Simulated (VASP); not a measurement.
# TiAl (Pm-3m) in VASP: a series of runs

TiAl is run at these levels: r2SCAN, B3LYP, HSE06, PBE-based screened hybrid with 25 % exact exchange; tasks: single point, relaxation of cell and atoms.

Program: VASP 6.6.1. These are calculated values, not measurements. Logs are shortened: lines on timing, memory, paths and dates and some standing lists are left out, and cuts for length are marked.

### 1 The cell of the first run

The structure is cubic, space group Pm-3m (No. 221). The conventional cell has a = 3.136 Å, b = 3.136 Å, c = 3.136 Å, α = 90.00°, β = 90.00°, γ = 90.00°. Within 3.6 Å of Ti (site symmetry m-3m) lie 8 Al at 2.72 Å and 6 Ti at 3.14 Å. Al (site symmetry m-3m) has 8 Ti at 2.72 Å and 6 Al at 3.14 Å within 3.6 Å.

### 2 Single point, r2SCAN (15.42 Å³/atom)

File POSCAR:

```
TiAl
1.0
    3.1360984087      0.0000000000      0.0000000000
    0.0000000000      3.1360984087      0.0000000000
    0.0000000000      0.0000000000      3.1360984087
Ti Al
1 1
Direct
    0.0000000000      0.0000000000      0.0000000000
    0.5000000000      0.5000000000      0.5000000000
```

File INCAR.step1:

```
SYSTEM = TiAl
ALGO = Normal ; EDIFF = 1E-5
ENCUT = 550 ; GGA = PE
GGA_COMPAT = .False. ; ISMEAR = -1
LASPH = .True. ; LCHARG = .False.
LREAL = .False. ; LWAVE = .True.
NBANDS = 14 ; NELM = 120
PREC = Accurate ; SIGMA = 0.05
```

File INCAR.step2:

```
SYSTEM = TiAl
ALGO = Normal ; EDIFF = 1E-6
ENCUT = 550 ; GGA_COMPAT = .False.
ISIF = 2 ; ISMEAR = -1
ISTART = 1 ; LASPH = .True.
LCHARG = .True. ; LELF = .True.
LMIXTAU = .True. ; LREAL = .False.
LVHAR = .True. ; LWAVE = .False.
METAGGA = R2SCAN ; NBANDS = 14
NELM = 120 ; PREC = Accurate
SIGMA = 0.05
```

File KPOINTS:

```
k-points
0
Gamma
  8 8 8
  0 0 0
```

Potentials or basis: VASP PAW PBE potentials, release 64 (Ti_sv, Al).

Launch:

```sh
$ cat potpaw_PBE.64/Ti_sv/POTCAR potpaw_PBE.64/Al/POTCAR > POTCAR
$ cp INCAR.step1 INCAR
$ mpirun -np 1 vasp_std > vasp.out
$ cp INCAR.step2 INCAR
$ mpirun -np 1 vasp_std > vasp.out
```

OUTCAR:

```text
SYSTEM = TiAl
   EDIFF = 1E-6
   ENCUT = 550
   ISIF = 2
   ISMEAR = -1
   ISTART = 1
   LASPH = .True.
   LREAL = .False.
   METAGGA = R2SCAN
   NELM = 120
   PREC = Accurate

 ion  position               nearest neighbor table
   1  0.000  0.000  0.000-   2 2.72   2 2.72   2 2.72   2 2.72   2 2.72   2 2.72   2 2.72   2 2.72

   2  0.500  0.500  0.500-   1 2.72   1 2.72   1 2.72   1 2.72   1 2.72   1 2.72   1 2.72   1 2.72

  LATTYP: Found a simple cubic cell.
 ALAT       =     3.1360984087

  Lattice vectors:

 A1 = (   3.1360984087,   0.0000000000,   0.0000000000)
 A2 = (   0.0000000000,   3.1360984087,   0.0000000000)
 A3 = (   0.0000000000,   0.0000000000,   3.1360984087)

Analysis of symmetry for initial positions (statically):
=====================================================================
 Subroutine PRICEL returns:
 Original cell was already a primitive cell.

 Routine SETGRP: Setting up the symmetry group for a
 simple cubic supercell.

 Subroutine GETGRP returns: Found 48 space group operations
 (whereof 48 operations were pure point group operations)
 out of a pool of 48 trial point group operations.

The static configuration has the point symmetry O_h .

Analysis of symmetry for dynamics (positions and initial velocities):
=====================================================================
 Subroutine PRICEL returns:
 Original cell was already a primitive cell.

 Routine SETGRP: Setting up the symmetry group for a
 simple cubic supercell.

 Subroutine GETGRP returns: Found 48 space group operations
 (whereof 48 operations were pure point group operations)
 out of a pool of 48 trial point group operations.

The dynamic configuration has the point symmetry O_h .

 Subroutine INISYM returns: Found 48 space group operations
 (whereof 48 operations are pure point group operations),
 and found     1 'primitive' translations

----------------------------------------------------------------------------------------

                                     Primitive cell

  volume of cell :      30.8439

  direct lattice vectors                    reciprocal lattice vectors
     3.136098409  0.000000000  0.000000000     0.318867545  0.000000000  0.000000000
     0.000000000  3.136098409  0.000000000     0.000000000  0.318867545  0.000000000
     0.000000000  0.000000000  3.136098409     0.000000000  0.000000000  0.318867545

  length of vectors
     3.136098409  3.136098409  3.136098409     0.318867545  0.318867545  0.318867545

  position of ions in fractional coordinates (direct lattice)
     0.000000000  0.000000000  0.000000000
     0.500000000  0.500000000  0.500000000

  ion indices of the primitive-cell ions
   primitive index   ion index
                 1           1
                 2           2

----------------------------------------------------------------------------------------

 KPOINTS: k-points

Automatic generation of k-mesh.
 Grid dimensions read from file:
 generate k-points for:    8    8    8

 Generating k-lattice:

  Cartesian coordinates                     Fractional coordinates (reciprocal lattice)
     0.039858443  0.000000000  0.000000000     0.125000000  0.000000000  0.000000000
     0.000000000  0.039858443  0.000000000     0.000000000  0.125000000  0.000000000
     0.000000000  0.000000000  0.039858443     0.000000000  0.000000000  0.125000000

  Length of vectors
     0.039858443  0.039858443  0.039858443

  Shift w.r.t. Gamma in fractional coordinates (k-lattice)
     0.000000000  0.000000000  0.000000000

 Subroutine IBZKPT returns following result:
 ===========================================

 Found     35 irreducible k-points:

 Following reciprocal coordinates:
            Coordinates               Weight
  0.000000  0.000000  0.000000      1.000000
  0.125000  0.000000  0.000000      6.000000
  0.250000  0.000000  0.000000      6.000000
  0.375000  0.000000  0.000000      6.000000
  0.500000  0.000000  0.000000      3.000000
  0.125000  0.125000  0.000000     12.000000
[... 16 lines left out ...]
  0.375000  0.375000  0.125000     24.000000
  0.500000  0.375000  0.125000     24.000000
 [... further k-points ...]
   k-points           NKPTS =     35   k-points in BZ     NKDIM =     35   number of bands    NBANDS=     14
   number of dos      NEDOS =    301   number of ions     NIONS =      2
   total plane-waves  NPLWV =  13824
   dimension x,y,z NGX =    24 NGY =   24 NGZ =   24
   dimension x,y,z NGXF=    48 NGYF=   48 NGZF=   48
   ions per type =               1   1
   NGX,Y,Z   is equivalent  to a cutoff of  12.72, 12.72, 12.72 a.u.
   NGXF,Y,Z  is equivalent  to a cutoff of  25.45, 25.45, 25.45 a.u.
 SYSTEM =  TiAl
   PREC   = accura    normal or accurate (medium, high low for compatibility)
   ISTART =      1    job   : 0-new  1-cont  2-samecut
   ICHARG =      0    charge: 1-file 2-atom 10-const
   ISPIN  =      1    spin polarized calculation?
   LNONCOLLINEAR =      F non collinear calculations
   LSORBIT =      F    spin-orbit coupling
   LASPH  =      T    aspherical Exc in radial PAW
   ENCUT  =  550.0 eV  40.42 Ry    6.36 a.u.   6.00  6.00  6.00*2*pi/ulx,y,z
   NELM   =    120;   NELMIN=  2; NELMDL=  0     # of ELM steps
   EDIFF  = 0.1E-05   stopping-criterion for ELM
   LREAL  =      F    real-space projection
   EDIFFG = 0.1E-04   stopping-criterion for IOM
   NSW    =      0    number of steps for IOM
   IBRION =     -1    ionic relax: 0-MD 1-quasi-New 2-CG
   NFREE  =      0    steps in history (QN), initial steepest desc. (CG)
   ISIF   =      2    stress and relaxation
   ISYM   =      2    0-nonsym 1-usesym 2-fastsym
   POTIM  = 0.5000    time-step for ionic-motion
   TEBEG  =    0.0;   TEEND  =   0.0 temperature during run
   PSTRESS=    0.0 pullay stress
   NELECT =      15.0000    total number of electrons
   NUPDOWN=      -1.0000    fix difference up-down
   EMIN   =  10.00;   EMAX   =-10.00  energy-range for DOS
   EFERMI =   0.00;   METHOD = LEGACY
   ISMEAR =    -1;   SIGMA  =   0.05  broadening in eV -4-tet -1-fermi 0-gaus
   EFERMI_NEDOS =   21; number of points for ismear=-14 and -15
   IALGO  =     38    algorithm
   IMIX   =      4    mixing-type and parameters
     AMIX     =   0.40;   BMIX     =  1.00
     AMIX_MAG =   1.60;   BMIX_MAG =  1.00
  volume/ion in A,a.u.               =      15.42       104.07
  Fermi-wavevector in a.u.,A,eV,Ry     =   1.287406  2.432845 22.550493  1.657415
  Thomas-Fermi vector in A             =   2.419422
   LORBIT       =      0    0 simple, 1 ext, 2 COOP (PROOUT), +10 PAW based schemes
   METAGGA = R2SCAN    functional components
   LHFCALC =     F    Hartree Fock is set to
   AEXX    =    0.0000 exact exchange contribution
   IVDW    =     0    specifies the selected vdW correction
   LEPSILON=     F    determine dielectric tensor
   LRPA    =     F    only Hartree local field effects (RPA)
 non-spin polarized calculation
  energy-cutoff  :      550.00
  volume of cell :       30.84
 maximum number of plane-waves:       922
 NGX is ok and might be reduce to    24
   NGX = 11   NGY = 11   NGZ = 11

 number of electron      14.9999994 magnetization

 Free energy of the ion-electron system (eV)
  ---------------------------------------------------
  ext. energy  EPLUGINS =         0.00000000
  ---------------------------------------------------
  free energy    TOTEN  =       -20.29780546 eV

  energy without entropy =      -20.27953929  energy(sigma->0) =      -20.28867237

 E-fermi :   9.2584     XC(G=0): -12.0912

 val. band max:        9.2254286996   @ k =   0.5000   0.3750   0.2500
 cond. band min:       9.2689137583   @ k =   0.3750   0.3750   0.2500
 fundamental gap:      0.0434850587
 Fermi energy:         9.2583748962

 k-point     1 :       0.0000    0.0000    0.0000
  band No.  band energies     occupation
      1     -49.9264      2.00000
      2     -25.0774      2.00000
      3     -25.0774      2.00000
      4     -25.0774      2.00000
      5      -0.7772      2.00000
      6       7.5426      2.00000
      7       7.5427      2.00000
      8      11.4107      0.00000
      9      11.4107      0.00000
     10      11.4107      0.00000
     11      14.1032      0.00000
     12      14.1032      0.00000
     13      14.1032      0.00000
     14      18.5790      0.00000

 k-point     2 :       0.1250    0.0000    0.0000
  band No.  band energies     occupation
      1     -49.9236      2.00000
      2     -25.1091      2.00000
      3     -25.0747      2.00000
      4     -25.0747      2.00000
      5      -0.5072      2.00000
      6       7.3817      2.00000
      7       7.6680      2.00000
      8      10.9763      0.00000
      9      10.9763      0.00000
     10      11.4432      0.00000
     11      13.1931      0.00000
     12      14.7299      0.00000
     13      14.7299      0.00000
     14      18.2128      0.00000

 k-point     3 :       0.2500    0.0000    0.0000
  band No.  band energies     occupation
      1     -49.9168      2.00000
      2     -25.1851      2.00000
      3     -25.0681      2.00000
      4     -25.0680      2.00000
      5       0.2785      2.00000
      6       6.5665      2.00000
      7       7.9992      2.00000
      8      10.2643      0.00000
      9      10.2643      0.00000
     10      11.5229      0.00000
     11      12.3205      0.00000
     12      16.0450      0.00000
     13      16.0450      0.00000
     14      17.3101      0.00000

 k-point     4 :       0.3750    0.0000    0.0000
  band No.  band energies     occupation
      1     -49.9099      2.00000
      2     -25.2602      2.00000
      3     -25.0614      2.00000
      4     -25.0614      2.00000
      5       1.5070      2.00000
      6       4.9959      2.00000
      7       8.3843      2.00000
      8       9.7453      0.00012
      9       9.7453      0.00012
     10      11.6046      0.00000
     11      12.3698      0.00000
     12      16.3778      0.00000
     13      17.6416      0.00000
     14      17.6416      0.00000

 k-point     5 :       0.5000    0.0000    0.0000
  band No.  band energies     occupation
      1     -49.9071      2.00000
      2     -25.2911      2.00000
      3     -25.0587      2.00000
      4     -25.0587      2.00000
      5       2.7691      2.00000
      6       3.5481      2.00000
      7       8.5656      2.00000
      8       9.5607      0.00473
      9       9.5607      0.00472
     10      11.6392      0.00000
     11      12.5533      0.00000
[... 276 lines left out ...]
 k-point    22 :       0.5000    0.2500    0.1250
  band No.  band energies     occupation
      1     -49.8951      2.00000
      2     -25.2712      2.00000
      3     -25.1567      2.00000
      4     -25.0786      2.00000
      5       3.3808      2.00000
      6       4.8441      2.00000
      7       7.9075      2.00000
      8       8.9335      1.99699
      9      10.0659      0.00000
     10      10.4709      0.00000
     11      12.5239      0.00000
     12      15.5626      0.00000
     13      16.2890      0.00000
     14      17.0517      0.00000

 k-point    23 :       0.3750    0.3750    0.1250
  band No.  band energies     occupation
      1     -49.8913      2.00000
      2     -25.2329      2.00000
      3     -25.2295      2.00000
      4     -25.0745      2.00000
      5       3.3223      2.00000
      6       6.3497      2.00000
      7       6.8364      2.00000
      8       8.8754      1.99906
      9      10.1215      0.00000
     10      10.3582      0.00000
     11      12.5306      0.00000
     12      14.3925      0.00000
     13      15.7882      0.00000
     14      17.1515      0.00000

 k-point    24 :       0.5000    0.3750    0.1250
  band No.  band energies     occupation
      1     -49.8885      2.00000
      2     -25.2604      2.00000
      3     -25.2269      2.00000
      4     -25.0716      2.00000
      5       3.8542      2.00000
      6       5.8982      2.00000
      7       7.0699      2.00000
      8       8.5511      2.00000
      9      10.3244      0.00000
     10      10.3495      0.00000
     11      12.3808      0.00000
     12      14.6708      0.00000
     13      14.8760      0.00000
     14      17.3838      0.00000

 [... further k-points ...]

------------------------ aborting loop because EDIFF is reached ----------------------------------------

  FORCE on cell =-STRESS in cart. coord.  units (eV):
  Direction    XX          YY          ZZ          XY          YZ          ZX
  --------------------------------------------------------------------------------------
  -------------------------------------------------------------------------------------
  Total        0.8985913      0.8985913      0.8985913      0.0000000      0.0000000     -0.0000000
  in kB       46.6770889     46.6770889     46.6770889      0.0000000      0.0000000     -0.0000000
  external PRESSURE =      46.6770889 kB  Pullay stress =       0.0000000 kB

 VOLUME and BASIS-vectors are now :
 -----------------------------------------------------------------------------
  energy-cutoff  :      550.00
  volume of cell :       30.84
      direct lattice vectors                 reciprocal lattice vectors
     3.136098409  0.000000000  0.000000000     0.318867545  0.000000000  0.000000000
     0.000000000  3.136098409  0.000000000     0.000000000  0.318867545  0.000000000
     0.000000000  0.000000000  3.136098409     0.000000000  0.000000000  0.318867545

 POSITION                                       TOTAL-FORCE (eV/Angst)
 -----------------------------------------------------------------------------------
      0.00000      0.00000      0.00000         0.000000      0.000000      0.000000
      1.56805      1.56805      1.56805         0.000000      0.000000      0.000000
 -----------------------------------------------------------------------------------
    total drift:                               -0.000000      0.000000      0.000000

  FREE ENERGIE OF THE ION-ELECTRON SYSTEM (eV)
  ---------------------------------------------------
  free  energy   TOTEN  =       -20.2978054630 eV

  energy  without entropy=      -20.2795392858  energy(sigma->0) =      -20.28867237
```

Wall time 87 s (1 thread of AMD EPYC 7R43 (Zen 3), shared host); peak memory 0.11 GiB.

Results:

```yaml
Free_energy: -20.2978 eV
Pressure: 4.7 GPa
Band_gap_on_the_k_mesh: zero (an odd number of electrons rules out a gap without spin polarisation)
```

Levels at points of the mesh, in eV from the Fermi level:
```tsv
k point	band 5	band 6	band 7	band 8	band 9	band 10
(0.00, 0.00, 0.00)	-10.04	-1.72	-1.72	2.15	2.15	2.15
(0.50, 0.00, 0.00)	-6.49	-5.71	-0.69	0.30	0.30	2.38
(0.50, 0.50, 0.00)	-5.34	-2.41	-2.41	-1.67	0.91	0.91
(0.50, 0.50, 0.50)	-3.39	-3.39	-3.39	1.19	3.00	3.00
```

Caveat: the cell stands under pressure; the PAW data sets were made with another functional, which shifts forces and pressure a little.

[end of part 1 of 3]

The gap in the log of VASP goes by the Fermi energy; the results here count the filled bands.